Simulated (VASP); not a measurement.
# Be (P6_3/mmc) in VASP: a series of runs

Runs on Be. Level: PBE. Tasks: single point.

Program: VASP 6.6.1. These are calculated values, not measurements. Logs are shortened: lines on timing, memory, paths and dates and some standing lists are left out, and cuts for length are marked.

## Step 1: The cell of the first run

It takes space group P6_3/mmc (No. 194, hexagonal). The conventional cell has a = 1.653 Å, b = 1.653 Å, c = 2.673 Å, α = 90.00°, β = 90.00°, γ = 120.00°. Within 2.2 Å of Be (site symmetry -6m2) lie 12 Be at 1.64 to 1.65 Å.

## Step 2: Single point, PBE (volume scaled by 0.4)

INCAR

```
SYSTEM = Be
ALGO = Normal
EDIFF = 1E-6
ENCUT = 520
GGA = PE
ISIF = 2
ISMEAR = -1
LASPH = .TRUE.
LCHARG = .TRUE.
LELF = .TRUE.
LREAL = .FALSE.
LVHAR = .TRUE.
LWAVE = .FALSE.
NBANDS = 9
NELM = 60
PREC = Accurate
SIGMA = 0.08
```

KPOINTS

```
k-points
0
G
  19 19 11
  0 0 0
```

POSCAR

```
Be
1.0
    1.6526820431      0.0000000000      0.0000000000
   -0.8263410215      1.4312646337      0.0000000000
    0.0000000000      0.0000000000      2.6730495382
Be
2
Direct
    0.3333333333      0.6666666667      0.2500000000
    0.6666666667      0.3333333333      0.7500000000
```

Potentials or basis: VASP PAW PBE potentials, release 64 (Be).

Launch:

```console
cat potpaw_PBE.64/Be/POTCAR > POTCAR
mpirun -np 1 vasp_std > vasp.out
```

OUTCAR:

```text
SYSTEM = Be
   EDIFF = 1E-6
   ENCUT = 520
   GGA = PE
   ISIF = 2
   ISMEAR = -1
   LASPH = .TRUE.
   LREAL = .FALSE.
   NELM = 60
   PREC = Accurate

 ion  position               nearest neighbor table
   1  0.333  0.667  0.250-   2 1.64   2 1.64   2 1.64   2 1.64   2 1.64   2 1.64   2 2.33   2 2.33
                             2 2.33   2 2.33   2 2.33   2 2.33
   2  0.667  0.333  0.750-   1 1.64   1 1.64   1 1.64   1 1.64   1 1.64   1 1.64   1 2.33   1 2.33
                             1 2.33   1 2.33   1 2.33   1 2.33

  LATTYP: Found a hexagonal cell.
 ALAT       =     1.6526820431
 C/A-ratio  =     1.6174009691

  Lattice vectors:

 A1 = (   1.6526820431,   0.0000000000,   0.0000000000)
 A2 = (  -0.8263410215,   1.4312646337,   0.0000000000)
 A3 = (   0.0000000000,   0.0000000000,   2.6730495382)

Analysis of symmetry for initial positions (statically):
=====================================================================
 Subroutine PRICEL returns:
 Original cell was already a primitive cell.

 Routine SETGRP: Setting up the symmetry group for a
 hexagonal supercell.

 Subroutine GETGRP returns: Found 24 space group operations
 (whereof 12 operations were pure point group operations)
 out of a pool of 24 trial point group operations.

The static configuration has the point symmetry D_3d.
 The point group associated with its full space group is D_6h.

Analysis of symmetry for dynamics (positions and initial velocities):
=====================================================================
 Subroutine PRICEL returns:
 Original cell was already a primitive cell.

 Routine SETGRP: Setting up the symmetry group for a
 hexagonal supercell.

 Subroutine GETGRP returns: Found 24 space group operations
 (whereof 12 operations were pure point group operations)
 out of a pool of 24 trial point group operations.

The dynamic configuration has the point symmetry D_3d.
 The point group associated with its full space group is D_6h.

 Subroutine INISYM returns: Found 24 space group operations
 (whereof 12 operations are pure point group operations),
 and found     1 'primitive' translations

----------------------------------------------------------------------------------------

                                     Primitive cell

  volume of cell :       6.3229

  direct lattice vectors                    reciprocal lattice vectors
     1.652682043  0.000000000  0.000000000     0.605077065  0.349341406  0.000000000
    -0.826341021  1.431264634  0.000000000     0.000000000  0.698682813  0.000000000
     0.000000000  0.000000000  2.673049538     0.000000000  0.000000000  0.374104552

  length of vectors
[... 91 lines left out ...]
   TEBEG  =    0.0;   TEEND  =   0.0 temperature during run
   PSTRESS=    0.0 pullay stress
   NELECT =       4.0000    total number of electrons
   NUPDOWN=      -1.0000    fix difference up-down
   EMIN   =  10.00;   EMAX   =-10.00  energy-range for DOS
   EFERMI =   0.00;   METHOD = LEGACY
   ISMEAR =    -1;   SIGMA  =   0.08  broadening in eV -4-tet -1-fermi 0-gaus
   EFERMI_NEDOS =   21; number of points for ismear=-14 and -15
   IALGO  =     38    algorithm
   IMIX   =      4    mixing-type and parameters
     AMIX     =   0.40;   BMIX     =  1.00
     AMIX_MAG =   1.60;   BMIX_MAG =  1.00
  volume/ion in A,a.u.               =       3.16        21.33
  Fermi-wavevector in a.u.,A,eV,Ry     =   1.405366  2.655756 26.872231  1.975053
  Thomas-Fermi vector in A             =   2.527834
   LORBIT       =      0    0 simple, 1 ext, 2 COOP (PROOUT), +10 PAW based schemes
   GGA     = PE    functional components
   LHFCALC =     F    Hartree Fock is set to
   AEXX    =    0.0000 exact exchange contribution
   IVDW    =     0    specifies the selected vdW correction
   LEPSILON=     F    determine dielectric tensor
   LRPA    =     F    only Hartree local field effects (RPA)
 non-spin polarized calculation
  energy-cutoff  :      520.00
  volume of cell :        6.32
 maximum number of plane-waves:       183
   NGX =  7   NGY =  7   NGZ =  9

 number of electron       4.0000000 magnetization

 Free energy of the ion-electron system (eV)
  ---------------------------------------------------
  ext. energy  EPLUGINS =         0.00000000
  ---------------------------------------------------
  free energy    TOTEN  =         0.15662089 eV

  energy without entropy =        0.15794862  energy(sigma->0) =        0.15728476

 E-fermi :  17.2573     XC(G=0): -14.0675

 val. band max:       17.2383258777   @ k =   0.3158   0.3158   0.4545
 cond. band min:      17.3909116800   @ k =   0.3158   0.1053   0.0000
 fundamental gap:      0.1525858024
 Fermi energy:        17.2573306576

 k-point     1 :       0.0000    0.0000    0.0000
  band No.  band energies     occupation
      1       1.6068      2.00000
      2       7.9197      2.00000
      3      23.5668      0.00000
      4      50.6187      0.00000
      5      50.6187      0.00000
      6      55.5631      0.00000
      7      55.5631      0.00000
      8      58.7968      0.00000
      9      66.0328      0.00000
[... 265 lines left out ...]
 k-point    24 :       0.3158    0.1053    0.0000
  band No.  band energies     occupation
      1       6.1026      2.00000
      2      17.3909      0.31691
      3      18.1888      0.00002
      4      29.2586      0.00000
      5      35.2768      0.00000
      6      37.2639      0.00000
      7      47.0026      0.00000
      8      52.6528      0.00000
      9      53.1538      0.00000

 [... further k-points ...]

------------------------ aborting loop because EDIFF is reached ----------------------------------------

  FORCE on cell =-STRESS in cart. coord.  units (eV):
  Direction    XX          YY          ZZ          XY          YZ          ZX
  --------------------------------------------------------------------------------------
  -------------------------------------------------------------------------------------
  Total       20.2897794     20.2897794     20.2952183      0.0000000     -0.0000000      0.0000000
  in kB     5141.2846751   5141.2846750   5142.6628649      0.0000002     -0.0000000      0.0000000
  external PRESSURE =    5141.7440717 kB  Pullay stress =       0.0000000 kB

 VOLUME and BASIS-vectors are now :
 -----------------------------------------------------------------------------
  energy-cutoff  :      520.00
  volume of cell :        6.32
      direct lattice vectors                 reciprocal lattice vectors
     1.652682043  0.000000000  0.000000000     0.605077065  0.349341406  0.000000000
    -0.826341021  1.431264634  0.000000000     0.000000000  0.698682813  0.000000000
     0.000000000  0.000000000  2.673049538     0.000000000  0.000000000  0.374104552

 POSITION                                       TOTAL-FORCE (eV/Angst)
 -----------------------------------------------------------------------------------
     -0.00000      0.95418      0.66826         0.000000      0.000000      0.000000
      0.82634      0.47709      2.00479        -0.000000     -0.000000      0.000000
 -----------------------------------------------------------------------------------
    total drift:                                0.000000     -0.000000      0.000000

  FREE ENERGIE OF THE ION-ELECTRON SYSTEM (eV)
  ---------------------------------------------------
  free  energy   TOTEN  =         0.1566208909 eV

  energy  without entropy=        0.1579486192  energy(sigma->0) =        0.15728476
```

Run time: 3.4 s. Hardware: 1 thread of Intel Xeon 6975P-C (Granite Rapids), shared host; peak memory 0.12 GiB.

Results:

```yaml
Free_energy: 0.1566 eV
Pressure: 514.2 GPa
Band_gap_on_the_k_mesh: zero (band 2 reaches 18.57 eV, above the bottom of band 3 at 16.29 eV)
```

Stress tensor (GPa, compression positive):
```
514.13   0.00   0.00
  0.00 514.13   0.00
  0.00   0.00 514.27
```

Levels at points of the mesh, in eV from the Fermi level:
```
           k point  band 1  band 2  band 3  band 4  band 5
(0.00, 0.00, 0.00)  -15.65   -9.34    6.31   33.36   33.36
```

## Step 3: Single point, PBE (volume scaled by 0.5)

INCAR

```
PREC     = Accurate       # precision mode
ENCUT    = 520            # plane-wave cutoff, eV
EDIFF    = 1E-6           # SCF threshold, eV
ISMEAR   = -1             # smearing method
SIGMA    = 0.08           # smearing width, eV
LREAL    = False          # projectors in reciprocal space
LASPH    = True           # aspherical terms in the spheres
NELM     = 60             # most SCF steps
ALGO     = Normal         # electronic algorithm
ISIF     = 2              # what is computed and relaxed
LWAVE    = False          # write WAVECAR
LCHARG   = True           # write CHGCAR
GGA      = PE             # functional
LELF     = True           # ELF
LVHAR    = True         
NBANDS   = 9              # bands
```

KPOINTS

```
regular mesh
0
Gamma
  19 19 11
```

POSCAR

```
Be
1.0
    1.7831532274      0.0000000000      0.0000000000
   -0.8915766137      1.5442559938      0.0000000000
    0.0000000000      0.0000000000      2.8702406389
Be
2
Direct
    0.3333333333      0.6666666667      0.2500000000
    0.6666666667      0.3333333333      0.7500000000
```

Potentials or basis: VASP PAW PBE potentials, release 64 (Be).

Launch:

```console
cat potpaw_PBE.64/Be/POTCAR > POTCAR
mpirun -np 1 vasp_std > vasp.out
```

OUTCAR:

```text
PREC = Accurate
   ENCUT = 520
   EDIFF = 1E-6
   ISMEAR = -1
   LREAL = False
   LASPH = True
   NELM = 60
   ISIF = 2
   GGA = PE

 ion  position               nearest neighbor table
   1  0.333  0.667  0.250-   2 1.77   2 1.77   2 1.77   2 1.77   2 1.77   2 1.77
   2  0.667  0.333  0.750-   1 1.77   1 1.77   1 1.77   1 1.77   1 1.77   1 1.77

  LATTYP: Found a hexagonal cell.
 ALAT       =     1.7831532274
 C/A-ratio  =     1.6096432964

  Lattice vectors:

 A1 = (   1.7831532274,   0.0000000000,   0.0000000000)
[... 468 lines left out ...]
      5      29.1389      0.00000
      6      31.4259      0.00000
      7      39.0590      0.00000
      8      43.7611      0.00000
      9      45.1686      0.00000

 [... further k-points ...]
[... 5 lines left out ...]
  --------------------------------------------------------------------------------------
  -------------------------------------------------------------------------------------
  Total       13.2628898     13.2628898     13.2636964     -0.0000000      0.0000000      0.0000000
  in kB     2688.5769653   2688.5769654   2688.7404873     -0.0000000      0.0000000      0.0000000
  external PRESSURE =    2688.6314726 kB  Pullay stress =       0.0000000 kB

 VOLUME and BASIS-vectors are now :
 -----------------------------------------------------------------------------
  energy-cutoff  :      520.00
  volume of cell :        7.90
      direct lattice vectors                 reciprocal lattice vectors
     1.783153227  0.000000000  0.000000000     0.560804301  0.323780514  0.000000000
    -0.891576614  1.544255994  0.000000000     0.000000000  0.647561029  0.000000000
     0.000000000  0.000000000  2.870240639     0.000000000  0.000000000  0.348402843

 POSITION                                       TOTAL-FORCE (eV/Angst)
 -----------------------------------------------------------------------------------
     -0.00000      1.02950      0.71756        -0.000000      0.000000      0.000000
      0.89158      0.51475      2.15268         0.000000     -0.000000      0.000000
 -----------------------------------------------------------------------------------
    total drift:                                0.000000     -0.000000      0.000000

  FREE ENERGIE OF THE ION-ELECTRON SYSTEM (eV)
  ---------------------------------------------------
  free  energy   TOTEN  =        -3.5550982337 eV

  energy  without entropy=       -3.5539424925  energy(sigma->0) =       -3.55452036
```

OSZICAR:

```text
N       E                     dE             d eps       ncg     rms          rms(c)
DAV:   1     0.388559009263E+01    0.38856E+01   -0.21250E+03  4576   0.396E+02
DAV:   2    -0.385575087543E+01   -0.77413E+01   -0.74887E+01  5865   0.763E+01
DAV:   3    -0.390102743154E+01   -0.45277E-01   -0.45206E-01  5013   0.437E+00
DAV:   4    -0.390105559003E+01   -0.28158E-04   -0.28159E-04  5214   0.108E-01
DAV:   5    -0.390105560289E+01   -0.12856E-07   -0.12090E-07  4912   0.221E-03    0.262E+00
DAV:   6    -0.362510696679E+01    0.27595E+00   -0.76661E-02  4633   0.341E+00    0.171E+00
DAV:   7    -0.355638289842E+01    0.68724E-01   -0.47328E-02  4491   0.275E+00    0.974E-02
DAV:   8    -0.355510953725E+01    0.12734E-02   -0.32828E-04  4724   0.219E-01    0.568E-02
DAV:   9    -0.355509829056E+01    0.11247E-04   -0.10282E-05  5686   0.259E-02    0.224E-03
DAV:  10    -0.355509823365E+01    0.56905E-07   -0.27112E-08  3048   0.168E-03
   1 F= -.35550982E+01 E0= -.35545204E+01  d E =-.115574E-02
```

stdout:

```text
POSCAR found type information on POSCAR Be
 POSCAR found :  1 types and       2 ions
 scaLAPACK will be used
 LDA part: xc-table for (Slater+PW92), standard interpolation
 POSCAR, INCAR and KPOINTS ok, starting setup
 FFT: planning ... GRIDC
 FFT: planning ... GRID_SOFT
 FFT: planning ... GRID
 WAVECAR not read
 entering main loop
```

It took 4.7 s on 1 thread of Intel Xeon 6975P-C (Granite Rapids), shared host; peak memory 0.12 GiB.

What came out:

```yaml
Free_energy: -3.5551 eV
Pressure: 268.9 GPa
Band_gap_on_the_k_mesh: zero (band 2 reaches 15.30 eV, above the bottom of band 3 at 13.27 eV)
```

## Step 4: Single point, PBE (volume scaled by 0.5)

INCAR

```
SYSTEM = Be
PREC     = Accurate       ! precision mode
ENCUT    = 520            ! plane-wave cutoff, eV
EDIFF    = 1E-6           ! SCF threshold, eV
ISMEAR   = -1             ! smearing method
SIGMA    = 0.08           ! smearing width, eV
LREAL    = .False.        ! projectors in reciprocal space
LASPH    = .True.         ! aspherical terms in the spheres
NELM     = 60             ! most SCF steps
ALGO     = Normal         ! electronic algorithm
ISIF     = 2              ! what is computed and relaxed
LWAVE    = .False.        ! write WAVECAR
LCHARG   = .True.         ! write CHGCAR
GGA      = PE             ! functional
LELF     = .True.         ! ELF
LVHAR    = .True.       
NBANDS   = 9              ! bands
```

KPOINTS

```
Automatic mesh
0
Gamma
  19 19 11
  0 0 0
```

POSCAR is that of step 3.

Launch:

```console
cat potpaw_PBE.64/Be/POTCAR > POTCAR
mpirun -np 1 vasp_std > vasp.out
```

Wall time 4.7 s (1 thread of Intel Xeon 6975P-C (Granite Rapids), shared host); peak memory 0.12 GiB.

It converged, with:

```
Free energy            : -3.5551 eV
Pressure               : 268.9 GPa
Band gap on the k mesh : zero (band 2 reaches 15.30 eV, above the bottom of band 3 at 13.27 eV)
```

Levels at points of the mesh, in eV from the Fermi level:
| k point | band 1 | band 2 | band 3 | band 4 | band 5 | band 6 |
| --- | --- | --- | --- | --- | --- | --- |
| (0.00, 0.00, 0.00) | -14.91 | -7.85 | 4.41 | 28.07 | 28.07 | 32.40 |

(Part 1 of 2 ends here.)
